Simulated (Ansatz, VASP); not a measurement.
**Zr3SiO8: VASP beside Ansatz**

The input INCAR:

```
SYSTEM = Zr3SiO8
PREC     = Accurate       ! precision mode
ENCUT    = 600            ! plane-wave cutoff, eV
EDIFF    = 1E-6           ! SCF threshold, eV
ISMEAR   = 0              ! smearing method
SIGMA    = 0.1            ! smearing width, eV
LREAL    = .FALSE.        ! projectors in reciprocal space
LASPH    = .TRUE.         ! aspherical terms in the spheres
NELM     = 60             ! most SCF steps
ALGO     = Normal         ! electronic algorithm
ISIF     = 3              ! what is computed and relaxed
LWAVE    = .FALSE.        ! write WAVECAR
LCHARG   = .FALSE.        ! write CHGCAR
GGA      = PE             ! functional
IBRION   = 2              ! ionic algorithm
NSW      = 100            ! ionic steps
EDIFFG   = -0.01          ! ionic threshold
```

Contents of KPOINTS:

```
Automatic mesh
0
G
  8 8 8
  0 0 0
```

The input POSCAR:

```
Zr3SiO8
1.0
    5.0096131211      0.0000000000      0.0000000000
    0.0000000000      5.0096131211      0.0000000000
    0.0000000000      0.0000000000      5.0096131211
Zr Si O
3 1 8
Direct
    0.0000000000      0.0000000000      0.5000000000
    0.5000000000      0.0000000000      0.0000000000
    0.0000000000      0.5000000000      0.0000000000
    0.5000000000      0.5000000000      0.5000000000
    0.2594994433      0.2594994433      0.7405005567
    0.7405005567      0.2594994433      0.2594994433
    0.2594994433      0.7405005567      0.2594994433
    0.7405005567      0.7405005567      0.7405005567
    0.7405005567      0.7405005567      0.2594994433
    0.2594994433      0.7405005567      0.7405005567
    0.7405005567      0.2594994433      0.7405005567
    0.2594994433      0.2594994433      0.2594994433
```

Input for Ansatz:

```yaml
crystal:
  lattice:
    - [5.0096131211, 0.0, 0.0]
    - [0.0, 5.0096131211, 0.0]
    - [0.0, 0.0, 5.0096131211]
  atoms:
    - { symbol: Zr, position: [0.0, 0.0, 0.5] }
    - { symbol: Zr, position: [0.5, 0.0, 0.0] }
    - { symbol: Zr, position: [0.0, 0.5, 0.0] }
    - { symbol: Si, position: [0.5, 0.5, 0.5] }
    - { symbol: O, position: [0.2594994433, 0.2594994433, 0.7405005567] }
    - { symbol: O, position: [0.7405005567, 0.2594994433, 0.2594994433] }
    - { symbol: O, position: [0.2594994433, 0.7405005567, 0.2594994433] }
    - { symbol: O, position: [0.7405005567, 0.7405005567, 0.7405005567] }
    - { symbol: O, position: [0.7405005567, 0.7405005567, 0.2594994433] }
    - { symbol: O, position: [0.2594994433, 0.7405005567, 0.7405005567] }
    - { symbol: O, position: [0.7405005567, 0.2594994433, 0.7405005567] }
    - { symbol: O, position: [0.2594994433, 0.2594994433, 0.2594994433] }
basis:
  ecutwfc: 420
kpoints:
  mp_grid: { grid: [8, 8, 8] }
hamiltonian:
  xc: pbe
scf:
  occupations: { method: gaussian, width: 0.1 }
output:
  forces: true
  stress: true
  eigenvalues: true
  write_density: true
  write_potential: true
  elf: true
  volumetric_format: npy
relax:
  adjacent_minimum: "off"
  f_tol: 0.01
  max_steps: 80
  cell: { stress_tol: 0.05 }
```

Alike in both runs: task relaxation of cell and atoms; functional PBE; k mesh 8 × 8 × 8; occupations gaussian, width 0.1 eV; no spin polarisation.

|  | VASP | Ansatz |
| --- | --- | --- |
| version | VASP 6.6.1 | Ansatz 0.2.0 |
| potentials or method | VASP PAW PBE potentials, release 64 (Zr_sv, Si, O), cutoff 600 eV | scalar-relativistic, plane waves, PAW |
| valence electrons in the cell | 88 | 88 |

|  | VASP | Ansatz | Ansatz less VASP |
| --- | --- | --- | --- |
| gap on the k mesh at the Fermi level, each at its own relaxed structure (eV) | none | none | - |
| relaxed volume (Å³/atom) | 10.48 | 10.48 | -0.004 |
| relaxed cell length with the largest relative difference (Å) | 5.011 | 5.010 | -0.0006 |

A gap of «none» marks a metal or a gap that the smearing closes.
